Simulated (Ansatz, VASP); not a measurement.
## GdN in VASP and in Ansatz

```
Gd N
1.0
     0.00000    2.46623    2.46623
     2.46623    0.00000    2.46623
     2.46623    2.46623    0.00000
Gd N
1 1
Direct
  0.00000 0.00000 0.00000
  0.41837 0.41837 0.58163
```

Alike in both runs: task single point; functional PBE; k mesh 3 × 3 × 3; occupations fermi-dirac, width 0.15 eV; collinear spin.

|  | VASP | Ansatz |
| --- | --- | --- |
| version | VASP 6.6.1 | Ansatz 0.2 development build |
| potentials or method | VASP PAW PBE potentials, release 64 (Gd, N), cutoff 600 eV | all-electron full-potential LAPW, scalar-relativistic |

Ansatz gave:

| Item | Value |
| --- | --- |
| pressure (GPa) | 13.0 |
| traceless stress, the component that is largest in VASP (GPa) | 18.26 |
| rms of the force components (eV/Å) | 1.479 |
| net moment per atom (μB) | 3.50 |
| size of the moment on the site where the two differ most (μB) | 6.88 |

**Question.** Estimate VASP's values.

**Answer.** Pressure (GPa): 13.2; traceless stress, the component that is largest in VASP (GPa): 18.82; rms of the force components (eV/Å): 1.524; net moment per atom (μB): 3.50; size of the moment on the site where the two differ most (μB): 6.79.

Site moments also hang on the region over which each program counts them. Atom by atom the forces differ by 0.045 eV/Å (rms over components). Ansatz ran all-electron here, and VASP with PAW potentials.

The k mesh is coarse, so the values compare programs but aren't converged. Spin-orbit coupling is off throughout.
